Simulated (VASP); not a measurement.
Wanted: the native input for a VASP 6.6.1 run.

```yaml
Task: relaxation of cell and atoms
Functional: PBE
Potentials_or_basis: VASP PAW PBE potentials, release 64 (Cu)
Cutoff: 600 eV
k_mesh: 20 × 20 × 20
Occupations: fermi-dirac, width 0.05 eV
Spin: no spin polarisation
Dipole_correction: no
Further_INCAR_settings: ALGO = Normal; EDIFF = 1e-07; IBRION = 2; EDIFFG = -0.005; NSW = 45; ISIF = 3
```

The structure of Cu lies in POSCAR:

```
Cu
1.0
   -1.4424177744      1.4424177744      1.4424177744
    1.4424177744     -1.4424177744      1.4424177744
    1.4424177744      1.4424177744     -1.4424177744
Cu
1
Direct
    0.0000000000      0.0000000000      0.0000000000
```

One way to write it, as run:

INCAR

```
ALGO = Normal
EDIFF = 1E-7
EDIFFG = -0.005
ENCUT = 600
GGA = PE
IBRION = 2
ISIF = 3
ISMEAR = -1
LASPH = True
LCHARG = False
LREAL = False
LWAVE = False
NELM = 100
NSW = 45
PREC = Accurate
SIGMA = 0.05
```

KPOINTS

```
k-points
0
Gamma
  20 20 20
```

Potentials or basis: VASP PAW PBE potentials, release 64 (Cu).

Run with:

```console
$ cat potpaw_PBE.64/Cu/POTCAR > POTCAR
$ mpirun -np 1 vasp_std > vasp.out
```

It gave:

```
Relaxed volume                         : 12.06 Å³/atom
Relaxed cell                           : a = 2.502 Å, b = 2.502 Å, c = 2.502 Å, α = 109.47°, β = 109.47°, γ = 109.47°
Space group after relaxing (to 0.05 Å) : Im-3m (No. 229)
Energy gained by relaxing              : 0.1 meV/atom
Ionic steps                            : 3
Pressure after relaxing                : 0.0 GPa
```

Run time: 32 s on 1 thread of Intel(R) Xeon(R) Platinum 8375C CPU @ 2.90GHz (Ice Lake), with other jobs on the host, peak memory 0.15 GiB.
